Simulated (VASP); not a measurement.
A run of VASP 6.6.1:

INCAR

```
SYSTEM = Ba
PREC = Accurate
ENCUT = 520
EDIFF = 1E-7
ISMEAR = -1
SIGMA = 0.1
LREAL = .FALSE.
LASPH = .TRUE.
NELM = 60
ALGO = Normal
ISIF = 2
LWAVE = .FALSE.
LCHARG = .FALSE.
NBANDS = 17
```

Contents of KPOINTS:

```
regular mesh
0
G
  9 9 9
  0 0 0
```

The input POSCAR:

```
Ba
1.0
    0.0000000000      3.7377702279      3.7377702279
    3.7377702279      0.0000000000      3.7377702279
    3.7377702279      3.7377702279      0.0000000000
Ba
2
Direct
    0.1250000000      0.1250000000      0.1250000000
    0.8750000000      0.8750000000      0.8750000000
```

Potentials or basis: VASP PAW LDA potentials, release 64 (Ba_sv).

Launch:

```console
$ cat potpaw_LDA.64/Ba_sv/POTCAR > POTCAR
$ mpirun -np 1 vasp_std > vasp.out
```

Hardware: 1 thread of AMD EPYC 9R45 96-Core Processor (Zen 5) (shared host).

**Question.** How long does it take, and how much memory?

**Answer.** Run time: 33 s on 1 thread of AMD EPYC 9R45 96-Core Processor (Zen 5), on a shared host, peak memory 0.19 GiB. Counts: scf iterations 12, k points 35.
